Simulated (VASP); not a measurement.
Wanted: the native input for a VASP 6.6.1 run.

| Item | Value |
| --- | --- |
| Task | single point |
| Functional | PBE |
| Potentials or basis | VASP PAW PBE potentials, release 64 (Ag) |
| Cutoff | 520 eV |
| k mesh | 18 × 18 × 10 |
| Occupations | gaussian, width 0.15 eV |
| Spin | no spin polarisation |
| Dipole correction | no |
| Further INCAR settings | ALGO = Fast; EDIFF = 1e-07; NBANDS = 18 |

The structure of Ag lies in POSCAR:

```
Ag
1.0
    2.9299980804      0.0000000000      0.0000000000
   -1.4649990402      2.5374527707      0.0000000000
    0.0000000000      0.0000000000      4.7900000000
Ag
2
Direct
    0.1876694429      0.7848954682      0.2500000000
    0.6666666667      0.3333333333      0.7500000000
```

This cell differs from its parent crystal: atom 1 (Ag) moved by (-0.600, +0.300) A along x and y.

These files were run (other wordings do the same):

INCAR

```
  PREC = Accurate
  ENCUT = 520
  EDIFF = 1E-7
  ISMEAR = 0
  SIGMA = 0.15
  LREAL = False
  LASPH = True
  NELM = 100
  ALGO = Fast
  ISIF = 2
  LWAVE = False
  LCHARG = False
  GGA = PE
  NBANDS = 18
```

KPOINTS

```
regular mesh
0
Gamma
  18 18 10
```

Potentials or basis: VASP PAW PBE potentials, release 64 (Ag).

The run is started by

```console
$ cat potpaw_PBE.64/Ag/POTCAR > POTCAR
$ mpirun -np 1 vasp_std > vasp.out
```

Results of the run:

```json
{"Pressure": "1.7 GPa", "Largest force": "0.119 eV/Å", "Band gap on the k mesh": "zero (bands 11 and 12 overlap by 7.42 eV)"}
```

Caveat: the cell differs from its parent crystal (atom 1 (Ag) moved by (-0.600, +0.300) A along x and y); the stress differs along the axes, from -1 to 4 GPa.

Wall time 6.2 min on 1 thread of Oxide Virtual Turin-like Processor (shared host), peak memory 0.54 GiB.
